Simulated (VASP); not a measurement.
# Sn in VASP: further runs

The runs below take Sn through single point, with r2SCAN, PBEsol.

Everything below comes from runs of VASP 6.6.1. Logs are shortened: lines on timing, memory, paths and dates and some standing lists are left out, and cuts for length are marked.

## 1. The cell of the first run

The structure is cubic, space group Im-3m (No. 229). The conventional cell has a = 3.839 Å, b = 3.839 Å, c = 3.839 Å, α = 90.00°, β = 90.00°, γ = 90.00°. Sn (site symmetry m-3m) has 14 Sn at 3.32 to 3.84 Å within 4.4 Å.

## 2. Single point, r2SCAN

File POSCAR:

```
Sn
1.0
   -1.9195843076      1.9195843076      1.9195843076
    1.9195843076     -1.9195843076      1.9195843076
    1.9195843076      1.9195843076     -1.9195843076
Sn
1
Direct
    0.0000000000      0.0000000000      0.0000000000
```

File INCAR.step1:

```
SYSTEM = Sn
PREC = Accurate
ENCUT = 520
ISMEAR = -1
SIGMA = 0.05
LREAL = .False.
LASPH = .True.
NELM = 60
NBANDS = 13
GGA = PE
ALGO = Normal
EDIFF = 1E-4
LWAVE = .True.
LCHARG = .False.
```

File INCAR.step2:

```
SYSTEM = Sn
PREC = Accurate
ENCUT = 520
EDIFF = 1E-7
ISMEAR = -1
SIGMA = 0.05
LREAL = .False.
LASPH = .True.
NELM = 60
ALGO = Normal
ISIF = 2
LWAVE = .False.
LCHARG = .False.
METAGGA = R2SCAN
LMIXTAU = .True.
NBANDS = 13
ISTART = 1
```

File KPOINTS:

```
Automatic mesh
0
Gamma
  10 10 10
  0 0 0
```

Potentials or basis: VASP PAW PBE potentials, release 64 (Sn_d).

Launch:

```
cat potpaw_PBE.64/Sn_d/POTCAR > POTCAR
cp INCAR.step1 INCAR
mpirun -np 1 vasp_std > vasp.out
cp INCAR.step2 INCAR
mpirun -np 1 vasp_std > vasp.out
```

OUTCAR:

```text
SYSTEM = Sn
   PREC = Accurate
   ENCUT = 520
   EDIFF = 1E-7
   ISMEAR = -1
   LREAL = .False.
   LASPH = .True.
   NELM = 60
   ISIF = 2
   METAGGA = R2SCAN
   ISTART = 1

 ion  position               nearest neighbor table
   1  0.000  0.000  0.000-

  LATTYP: Found a body centered cubic cell.
 ALAT       =     3.8391686152

  Lattice vectors:

 A1 = (  -1.9195843076,   1.9195843076,   1.9195843076)
 A2 = (   1.9195843076,  -1.9195843076,   1.9195843076)
 A3 = (   1.9195843076,   1.9195843076,  -1.9195843076)

Analysis of symmetry for initial positions (statically):
=====================================================================
 Subroutine PRICEL returns:
 Original cell was already a primitive cell.

 Routine SETGRP: Setting up the symmetry group for a
 body centered cubic supercell.

 Subroutine GETGRP returns: Found 48 space group operations
[... 9 lines left out ...]

 Routine SETGRP: Setting up the symmetry group for a
 body centered cubic supercell.

 Subroutine GETGRP returns: Found 48 space group operations
[... 11 lines left out ...]
                                     Primitive cell

  volume of cell :      28.2932

  direct lattice vectors                    reciprocal lattice vectors
    -1.919584308  1.919584308  1.919584308     0.000000000  0.260473061  0.260473061
     1.919584308 -1.919584308  1.919584308     0.260473061  0.000000000  0.260473061
     1.919584308  1.919584308 -1.919584308     0.260473061  0.260473061  0.000000000

  length of vectors
     3.324817550  3.324817550  3.324817550     0.368364535  0.368364535  0.368364535

  position of ions in fractional coordinates (direct lattice)
     0.000000000  0.000000000  0.000000000

  ion indices of the primitive-cell ions
   primitive index   ion index
                 1           1

----------------------------------------------------------------------------------------

 KPOINTS: Automatic mesh

Automatic generation of k-mesh.
 Grid dimensions read from file:
 generate k-points for:   10   10   10

 Generating k-lattice:

  Cartesian coordinates                     Fractional coordinates (reciprocal lattice)
     0.000000000  0.026047306  0.026047306     0.100000000  0.000000000  0.000000000
     0.026047306  0.000000000  0.026047306     0.000000000  0.100000000  0.000000000
     0.026047306  0.026047306  0.000000000     0.000000000  0.000000000  0.100000000

  Length of vectors
     0.036836454  0.036836454  0.036836454

  Shift w.r.t. Gamma in fractional coordinates (k-lattice)
     0.000000000  0.000000000  0.000000000

 Subroutine IBZKPT returns following result:
 ===========================================

 Found     47 irreducible k-points:

 Following reciprocal coordinates:
            Coordinates               Weight
  0.000000  0.000000  0.000000      1.000000
  0.100000  0.000000  0.000000     12.000000
  0.200000  0.000000  0.000000     12.000000
  0.300000  0.000000  0.000000     12.000000
  0.400000  0.000000  0.000000     12.000000
  0.500000  0.000000  0.000000      6.000000
[... 16 lines left out ...]
  0.300000  0.300000  0.100000      8.000000
 -0.300000  0.300000  0.100000     24.000000
 [... further k-points ...]
   k-points           NKPTS =     47   k-points in BZ     NKDIM =     47   number of bands    NBANDS=     13
   number of dos      NEDOS =    301   number of ions     NIONS =      1
   total plane-waves  NPLWV =  21952
   dimension x,y,z NGX =    28 NGY =   28 NGZ =   28
   dimension x,y,z NGXF=    56 NGYF=   56 NGZF=   56
   ions per type =               1
   NGX,Y,Z   is equivalent  to a cutoff of  14.00, 14.00, 14.00 a.u.
   NGXF,Y,Z  is equivalent  to a cutoff of  28.00, 28.00, 28.00 a.u.
 SYSTEM =  Sn
   PREC   = accura    normal or accurate (medium, high low for compatibility)
   ISTART =      1    job   : 0-new  1-cont  2-samecut
   ICHARG =      0    charge: 1-file 2-atom 10-const
   ISPIN  =      1    spin polarized calculation?
   LNONCOLLINEAR =      F non collinear calculations
   LSORBIT =      F    spin-orbit coupling
   LASPH  =      T    aspherical Exc in radial PAW
   ENCUT  =  520.0 eV  38.22 Ry    6.18 a.u.   6.18  6.18  6.18*2*pi/ulx,y,z
   NELM   =     60;   NELMIN=  2; NELMDL=  0     # of ELM steps
   EDIFF  = 0.1E-06   stopping-criterion for ELM
   LREAL  =      F    real-space projection
   EDIFFG = 0.1E-05   stopping-criterion for IOM
   NSW    =      0    number of steps for IOM
   IBRION =     -1    ionic relax: 0-MD 1-quasi-New 2-CG
   NFREE  =      0    steps in history (QN), initial steepest desc. (CG)
   ISIF   =      2    stress and relaxation
   ISYM   =      2    0-nonsym 1-usesym 2-fastsym
   POTIM  = 0.5000    time-step for ionic-motion
   TEBEG  =    0.0;   TEEND  =   0.0 temperature during run
   PSTRESS=    0.0 pullay stress
   NELECT =      14.0000    total number of electrons
   NUPDOWN=      -1.0000    fix difference up-down
   EMIN   =  10.00;   EMAX   =-10.00  energy-range for DOS
[... 5 lines left out ...]
     AMIX     =   0.40;   BMIX     =  1.00
     AMIX_MAG =   1.60;   BMIX_MAG =  1.00
  volume/ion in A,a.u.               =      28.29       190.93
  Fermi-wavevector in a.u.,A,eV,Ry     =   1.294863  2.446935 22.812465  1.676669
  Thomas-Fermi vector in A             =   2.426419
   LORBIT       =      0    0 simple, 1 ext, 2 COOP (PROOUT), +10 PAW based schemes
   METAGGA = R2SCAN    functional components
   LHFCALC =     F    Hartree Fock is set to
   AEXX    =    0.0000 exact exchange contribution
   IVDW    =     0    specifies the selected vdW correction
   LEPSILON=     F    determine dielectric tensor
   LRPA    =     F    only Hartree local field effects (RPA)
 non-spin polarized calculation
  energy-cutoff  :      520.00
  volume of cell :       28.29
 maximum number of plane-waves:       772
 NGX is ok and might be reduce to    28
   NGX = 13   NGY = 13   NGZ = 13

 number of electron      14.0000001 magnetization

 Free energy of the ion-electron system (eV)
  ---------------------------------------------------
  ext. energy  EPLUGINS =         0.00000000
  ---------------------------------------------------
  free energy    TOTEN  =       -24.48005731 eV

  energy without entropy =      -24.47338424  energy(sigma->0) =      -24.47672078

 E-fermi :   7.5202     XC(G=0): -11.0446

 val. band max:        7.4999724747   @ k =  -0.4000   0.4000   0.4000
 cond. band min:       7.5345093472   @ k =   0.3000   0.0000   0.0000
 fundamental gap:      0.0345368725
 Fermi energy:         7.5202436112

 k-point     1 :       0.0000    0.0000    0.0000
  band No.  band energies     occupation
      1     -14.6961      2.00000
      2     -14.6961      2.00000
      3     -14.6961      2.00000
      4     -14.5608      2.00000
      5     -14.5608      2.00000
      6      -3.7976      2.00000
      7      15.5942      0.00000
      8      15.5942      0.00000
      9      15.5942      0.00000
     10      20.3900      0.00000
     11      20.3900      0.00000
     12      20.3900      0.00000
     13      20.4716      0.00000

 k-point     2 :       0.1000    0.0000    0.0000
  band No.  band energies     occupation
      1     -14.7002      2.00000
      2     -14.6898      2.00000
      3     -14.6760      2.00000
      4     -14.5654      2.00000
      5     -14.5615      2.00000
      6      -3.5746      2.00000
      7      13.8659      0.00000
      8      14.7859      0.00000
      9      15.3406      0.00000
     10      18.6205      0.00000
     11      18.8238      0.00000
     12      20.0122      0.00000
     13      21.4042      0.00000

 k-point     3 :       0.2000    0.0000    0.0000
  band No.  band energies     occupation
      1     -14.7111      2.00000
      2     -14.6766      2.00000
      3     -14.6230      2.00000
      4     -14.5752      2.00000
      5     -14.5634      2.00000
      6      -2.9050      2.00000
      7      10.6945      0.00000
      8      13.3880      0.00000
      9      14.6827      0.00000
     10      17.3790      0.00000
     11      17.5929      0.00000
     12      20.1250      0.00000
     13      21.9757      0.00000

 k-point     4 :       0.3000    0.0000    0.0000
  band No.  band energies     occupation
      1     -14.7245      2.00000
      2     -14.6697      2.00000
      3     -14.5791      2.00000
      4     -14.5657      2.00000
      5     -14.5567      2.00000
      6      -1.7945      2.00000
      7       7.5345      0.85830
      8      12.1889      0.00000
      9      13.9524      0.00000
     10      16.5422      0.00000
     11      16.7254      0.00000
     12      20.9760      0.00000
     13      22.7235      0.00000

 k-point     5 :       0.4000    0.0000    0.0000
  band No.  band energies     occupation
      1     -14.7353      2.00000
      2     -14.6738      2.00000
      3     -14.5734      2.00000
      4     -14.5676      2.00000
      5     -14.5023      2.00000
      6      -0.2952      2.00000
      7       4.7511      2.00000
      8      11.4143      0.00000
      9      13.4323      0.00000
     10      16.0564      0.00000
     11      16.2103      0.00000
     12      22.2623      0.00000
     13      23.6644      0.00000
[... 257 lines left out ...]
 k-point    22 :      -0.2000    0.2000    0.1000
  band No.  band energies     occupation
      1     -14.6906      2.00000
      2     -14.6668      2.00000
      3     -14.6261      2.00000
      4     -14.5881      2.00000
      5     -14.5636      2.00000
      6      -2.6826      2.00000
      7      10.8107      0.00000
      8      12.5710      0.00000
      9      13.4905      0.00000
     10      16.8766      0.00000
     11      18.7375      0.00000
     12      19.3285      0.00000
     13      22.6197      0.00000

 k-point    23 :       0.3000    0.3000    0.1000
  band No.  band energies     occupation
      1     -14.6959      2.00000
      2     -14.6012      2.00000
      3     -14.6012      2.00000
      4     -14.5629      2.00000
      5     -14.5629      2.00000
      6       1.9940      2.00000
      7       5.2730      2.00000
      8       5.2730      2.00000
      9       9.2772      0.00000
     10      21.8225      0.00000
     11      23.0530      0.00000
     12      23.0530      0.00000
     13      26.7154      0.00000

 k-point    24 :      -0.3000    0.3000    0.1000
  band No.  band energies     occupation
      1     -14.7032      2.00000
      2     -14.6589      2.00000
      3     -14.5921      2.00000
      4     -14.5702      2.00000
      5     -14.5593      2.00000
      6      -1.5745      2.00000
      7       7.7166      0.03862
      8      11.4069      0.00000
      9      12.9120      0.00000
     10      16.9624      0.00000
     11      17.8571      0.00000
     12      19.0540      0.00000
     13      25.0648      0.00000

 [... further k-points ...]
[... 5 lines left out ...]
  --------------------------------------------------------------------------------------
  -------------------------------------------------------------------------------------
  Total       -0.4224654     -0.4224654     -0.4224654     -0.0000000      0.0000000      0.0000000
  in kB      -23.9232481    -23.9232481    -23.9232481     -0.0000000      0.0000000      0.0000000
  external PRESSURE =     -23.9232481 kB  Pullay stress =       0.0000000 kB

 VOLUME and BASIS-vectors are now :
 -----------------------------------------------------------------------------
  energy-cutoff  :      520.00
  volume of cell :       28.29
      direct lattice vectors                 reciprocal lattice vectors
    -1.919584308  1.919584308  1.919584308     0.000000000  0.260473061  0.260473061
     1.919584308 -1.919584308  1.919584308     0.260473061  0.000000000  0.260473061
     1.919584308  1.919584308 -1.919584308     0.260473061  0.260473061  0.000000000

 POSITION                                       TOTAL-FORCE (eV/Angst)
 -----------------------------------------------------------------------------------
      0.00000      0.00000      0.00000         0.000000     -0.000000      0.000000
 -----------------------------------------------------------------------------------
    total drift:                               -0.000000     -0.000000     -0.000000

  FREE ENERGIE OF THE ION-ELECTRON SYSTEM (eV)
  ---------------------------------------------------
  free  energy   TOTEN  =       -24.4800573115 eV

  energy  without entropy=      -24.4733842387  energy(sigma->0) =      -24.47672078
```

It took 51 s on 1 thread of Intel Xeon Platinum 8375C at 2.90GHz (Ice Lake), shared host; peak memory 0.16 GiB.

Results:

```
Free energy            : -24.4801 eV
Pressure               : -2.4 GPa
Band gap on the k mesh : zero (band 7 reaches 15.59 eV, above the bottom of band 8 at 5.27 eV)
```

Caveat: the PAW data sets were made with another functional, which shifts forces and pressure a little; spin-orbit coupling is left out, which moves the levels of the heavy elements.

(Continued in part 2 of 2.)
